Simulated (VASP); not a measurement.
A run of VASP 6.6.1 is set up as follows.

File INCAR:

```
SYSTEM = Pt4C
PREC = Accurate
ENCUT = 520
EDIFF = 1E-6
ISMEAR = 0
SIGMA = 0.1
LREAL = .False.
LASPH = .True.
NELM = 200
ALGO = Normal
ISIF = 2
LWAVE = .False.
LCHARG = .False.
ISPIN = 2
MAGMOM = 0 0 0 0 2
LORBIT = 11
LMAXMIX = 4
LDIPOL = .True.
IDIPOL = 3
DIPOL = 0.5 0.5 0.338
GGA = PS
NBANDS = 34
GGA_COMPAT = .False.
NELMDL = -8
```

File KPOINTS:

```
regular mesh
0
Gamma
  10 7 1
  0 0 0
```

The input POSCAR:

```
Pt4C
1.0
    2.7704032196      0.0000000000      0.0000000000
    0.0000000000      3.9179418064      0.0000000000
    0.0000000000      0.0000000000     21.0969749094
Pt C
4 1
Direct
    0.5000000000      0.5000000000      0.1896006426
    0.0000000000      0.0000000000      0.2552594214
    0.5000000000      0.5000000000      0.3256256435
    0.0000000000      0.0000000000      0.3837979115
    0.0000000000      0.0000000000      0.5340564208
```

Potentials or basis: VASP PAW PBE potentials, release 64 (Pt, C).

The run is started by

```bash
$ cat potpaw_PBE.64/Pt/POTCAR potpaw_PBE.64/C/POTCAR > POTCAR
$ mpirun -np 1 vasp_std > vasp.out
```

(1) Estimate the largest force.

(2) What does it give for the site moments?

## Answers

(1) 1.092 eV/Å.

(2) Pt -0.07, -0.13, -0.20 (each value once); C +0.79 μB.

Caveat: the PAW data sets were made with another functional, which shifts forces and pressure a little.
